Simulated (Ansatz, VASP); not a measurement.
**Two plane-wave programs on TiSi16**

```xyz
17
Lattice="0.0000 5.4300 5.4300 5.4300 0.0000 5.4300 5.4300 5.4300 0.0000" Properties=species:S:1:pos:R:3 pbc="T T T"
Si   -0.0120    0.0145   -0.0128
Si    1.3606    1.3182    1.3599
Si    2.7615    2.6713   -0.0396
Si    4.1148    4.0717    1.3598
Si    2.7340    0.0154    2.7334
Si    4.0766    1.3568    4.0756
Si    5.4177    2.6986    2.7329
Si    6.7911    4.0713    4.0366
Si   -0.0386    2.6712    2.7609
Si    1.3605    4.0717    4.1138
Si    2.7612    5.4718    2.7604
Si    4.0758    6.7862    4.0751
Si    2.7336    2.6985    5.4168
Si    4.0373    4.0713    6.7904
Si    5.3916    5.4721    5.3904
Si    6.7910    6.8251    6.7903
Ti    1.3614    4.0716    1.3605
```

Alike in both runs: functional PBE; k mesh 2 × 2 × 2; occupations fermi-dirac, width 0.05 eV; no spin polarisation.

Ansatz relaxed the structure, and its values are those at the end. VASP's run is a single point on that final structure, the one shown.

|  | VASP | Ansatz |
| --- | --- | --- |
| version | VASP 6.6.1 | Ansatz 0.2.0 |
| potentials or method | VASP PAW PBE potentials, release 64 (Si, Ti_sv), cutoff 520 eV | scalar-relativistic, plane waves, PAW |
| valence electrons in the cell | 76 | 76 |

```tsv
	VASP	Ansatz	Ansatz less VASP
rms of the force components (eV/Å)	0.004	0.003	-0.0005
```

With one functional, cell and mesh, what is left measures potentials, basis and numerics.

The k mesh is coarse, so the values compare programs but aren't converged.
